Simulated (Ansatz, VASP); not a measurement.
One calculation of Pb, two programs

```xyz
1
Lattice="0.0000 2.4914 2.4914 2.4914 0.0000 2.4914 2.4914 2.4914 0.0000" Properties=species:S:1:pos:R:3 pbc="T T T"
Pb    0.0000    0.0000    0.0000
```

Change from the starting cell: volume scaled by 1.02.

Alike in both runs: task single point; functional RPBE; dispersion D3(BJ); k mesh 7 × 7 × 7; occupations methfessel-paxton of order 1, width 0.01 eV; non-collinear spin, spin-orbit coupling.

```csv
,VASP,Ansatz
version,VASP 6.6.1,Ansatz 0.2.0
potentials or method,"VASP PAW PBE potentials, release 64 (Pb_d), cutoff 520 eV","all-electron LAPW, relativistic spinors"
```

|  | VASP | Ansatz | Ansatz less VASP |
| --- | --- | --- | --- |
| pressure (GPa) | -16.5 | -16.6 | -0.07 |
| net moment per atom (μB) | 0.00 | 0.00 | 0.000 |

VASP's potentials were made for PBE, not for RPBE. Ansatz ran all-electron here, and VASP with PAW potentials.

Noted on Ansatz's run: the k mesh is thin for a metal, which can move the energy by tens of meV per atom.
